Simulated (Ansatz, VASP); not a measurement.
**One calculation of BeTe, two programs**

```
CELL_PARAMETERS angstrom
0.00000 2.99160 2.77000
2.99160 0.00000 2.77000
2.99160 2.99160 0.00000
ATOMIC_POSITIONS crystal
Be 0.00000 0.00000 0.00000
Te 0.75000 0.75000 0.75000
```

Change from the starting cell: strain +0.080 along x and y, +0.000 along z, atoms carried along.

Alike in both runs: task single point; functional r2SCAN; k mesh 8 × 8 × 8; occupations gaussian, width 0.05 eV; no spin polarisation.

|  | VASP | Ansatz |
| --- | --- | --- |
| version | VASP 6.6.1 | Ansatz 0.2.0 |
| potentials or method | VASP PAW PBE potentials, release 64 (Be, Te), cutoff 660 eV | scalar-relativistic, plane waves, PAW |
| valence electrons in the cell | 8 | 18 |

VASP gave:

* gap on the k mesh at the Fermi level (eV): 2.06
* least direct gap on the mesh (eV): 3.46
* pressure (GPa): -4.5
* traceless stress, the component that is largest in VASP (GPa): 2.61

Q: Estimate Ansatz's values.

A: gap on the k mesh at the Fermi level (eV): 2.07; least direct gap on the mesh (eV): 3.45; pressure (GPa): -4.5; traceless stress, the component that is largest in VASP (GPa): 2.62.

VASP's potentials were made for PBE, not for r2SCAN. The functional is the same, so the differences come from potentials, cutoffs and numerics. VASP's potentials hold 8 valence electrons a cell and Ansatz's 18, so a difference there can come from the potentials and not from the codes.

Neither program's run includes spin-orbit coupling.
